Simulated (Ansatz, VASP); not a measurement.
**MgS in VASP and in Ansatz**

```
CELL_PARAMETERS angstrom
0.00000 2.79483 2.79483
2.79483 0.00000 2.79483
2.79483 2.79483 0.00000
ATOMIC_POSITIONS crystal
S 0.25000 0.25000 0.25000
Mg 0.00000 0.00000 0.00000
```

Alike in both runs: task single point; functional r2SCAN; k mesh 8 × 8 × 8; occupations fermi-dirac, width 0.05 eV; no spin polarisation.

|  | VASP | Ansatz |
| --- | --- | --- |
| version | VASP 6.6.1 | Ansatz 0.2.0 |
| potentials or method | VASP PAW PBE potentials, release 64 (S, Mg_sv) | Ansatz PAW |
| plane-wave cutoff (eV) | 920 | 500 |
| valence electrons in the cell | 16 | 16 |

```tsv
	VASP	Ansatz	Ansatz less VASP
gap on the k mesh at the Fermi level (eV)	4.29	4.29	-0.004
least direct gap on the mesh (eV)	4.35	4.35	-0.002
pressure (GPa)	2.6	2.5	-0.13
```

VASP's potentials were made for PBE, not for r2SCAN.
